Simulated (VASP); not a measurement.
A run of VASP 6.6.1:

Contents of POSCAR:

```
PbF2
1.0
    0.0000000000      2.9811575327      2.9811575327
    2.9811575327      0.0000000000      2.9811575327
    2.9811575327      2.9811575327      0.0000000000
Pb F
1 2
Direct
    0.0000000000      0.0000000000      0.0000000000
    0.2500000000      0.2500000000      0.2500000000
    0.7500000000      0.7500000000      0.7500000000
```

Contents of INCAR.step1:

```
ALGO = Normal
EDIFF = 1E-6
ENCUT = 520
GGA = PE
GGA_COMPAT = False
ISIF = 2
ISMEAR = 0
IVDW = 12
LASPH = True
LCHARG = True
LNONCOLLINEAR = True
LORBMOM = True
LREAL = False
LSORBIT = True
LWAVE = False
MAGMOM = 0 0 0 0 0 0 0 0 0
NBANDS = 41
NELM = 150
PREC = Accurate
SIGMA = 0.02
```

The input KPOINTS.step1:

```
k-points
0
Gamma
  8 8 8
```

Contents of INCAR.step2:

```
ALGO = Normal
EDIFF = 1E-6
ENCUT = 520
GGA = PE
GGA_COMPAT = False
ICHARG = 11
ISIF = 2
ISMEAR = -5
IVDW = 12
LASPH = True
LCHARG = False
LNONCOLLINEAR = True
LORBIT = 11
LORBMOM = True
LREAL = False
LSORBIT = True
LWAVE = False
MAGMOM = 0 0 0 0 0 0 0 0 0
NBANDS = 41
NEDOS = 2001
NELM = 150
PREC = Accurate
SIGMA = 0.02
```

Contents of KPOINTS.step2:

```
k-points
0
Gamma
  12 12 12
```

Potentials or basis: VASP PAW PBE potentials, release 64 (Pb_d, F).

Launch:

```sh
$ cat potpaw_PBE.64/Pb_d/POTCAR potpaw_PBE.64/F/POTCAR > POTCAR
$ cp INCAR.step1 INCAR
$ cp KPOINTS.step1 KPOINTS
$ mpirun -np 1 vasp_ncl > vasp.out
$ cp INCAR.step2 INCAR
$ cp KPOINTS.step2 KPOINTS
$ mpirun -np 1 vasp_ncl > vasp.out
```

Hardware: 1 thread of Oxide Virtual Turin-like Processor (shared host).

Task: Estimate the wall time of this run.

Result: Run time: 8 min on 1 thread of Oxide Virtual Turin-like Processor, with other jobs on the host, peak memory 0.41 GiB. Counts: k points 72.
